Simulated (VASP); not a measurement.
Write the native input for VASP 6.6.1 that does the following.

| Quantity | Value |
| --- | --- |
| Task | single point |
| Functional | PBE |
| Potentials or basis | VASP PAW PBE potentials, release 64 (Sc_sv, In_d, Sb, P) |
| Cutoff | 520 eV |
| k mesh | 6 × 6 × 4 |
| Occupations | gaussian, width 0.1 eV |
| Spin | collinear spin, ferromagnetic start |
| Starting moments | [1.0, 0.0, 0.0, 0.0, 0.0, 0.0] μB |
| Dipole correction | no |
| Further INCAR settings | ALGO = Normal; EDIFF = 1e-06; NBANDS = 35 |

The structure of ScInSbP3 lies in POSCAR:

```
ScInSbP3
1.0
    5.3546042349      0.0000000000      0.0000000000
   -2.6773021174      4.6372232946      0.0000000000
    0.0000000000      0.0000000000      5.6363386632
Sc In Sb P
1 1 1 3
Direct
    0.6666666667      0.3333333333      0.0000000000
    0.3333333333      0.6666666667      0.5000000000
    0.0000000000      0.0000000000      0.5000000000
    0.1503806416      0.8496193584      0.0000000000
    0.1503806416      0.3007612832      0.0000000000
    0.6992387168      0.8496193584      0.0000000000
```

One way to write it, as run:

INCAR

```
ALGO     = Normal         # electronic algorithm
EDIFF    = 1E-6           # SCF threshold, eV
ENCUT    = 520            # plane-wave cutoff, eV
GGA      = PE             # functional
ISIF     = 2              # what is computed and relaxed
ISMEAR   = 0              # smearing method
ISPIN    = 2              # spin polarisation
LASPH    = T              # aspherical terms in the spheres
LCHARG   = F              # write CHGCAR
LMAXMIX  = 4              # l up to which the mixer works
LORBIT   = 11             # projections on sites
LREAL    = F              # projectors in reciprocal space
LWAVE    = F              # write WAVECAR
MAGMOM   = 1 0 0 0 0 0    # initial moments
NBANDS   = 35             # bands
NELM     = 150            # most SCF steps
PREC     = Accurate       # precision mode
SIGMA    = 0.1            # smearing width, eV
```

KPOINTS

```
k-points
0
Gamma
  6 6 4
```

Potentials or basis: VASP PAW PBE potentials, release 64 (Sc_sv, In_d, Sb, P).

Command:

```console
$ cat potpaw_PBE.64/Sc_sv/POTCAR potpaw_PBE.64/In_d/POTCAR potpaw_PBE.64/Sb/POTCAR potpaw_PBE.64/P/POTCAR > POTCAR
$ mpirun -np 1 vasp_std > vasp.out
```

It gave:

```json
{
 "Pressure": "-0.1 GPa",
 "Largest force": "0.073 eV/Å",
 "Band gap on the k mesh": "zero (filled and empty bands overlap)",
 "Net moment": "0.00 μB per cell",
 "Valence electrons inside the program's atomic spheres": "Sc 9.39; In 11.31; Sb 2.33; P 2.42"
}
```

Caveat: spin-orbit coupling is left out, which moves the levels of the heavy elements.

It took 4.3 min on 1 thread of Intel(R) Xeon(R) Platinum 8488C (Sapphire Rapids), with other jobs on the host, peak memory 0.39 GiB.
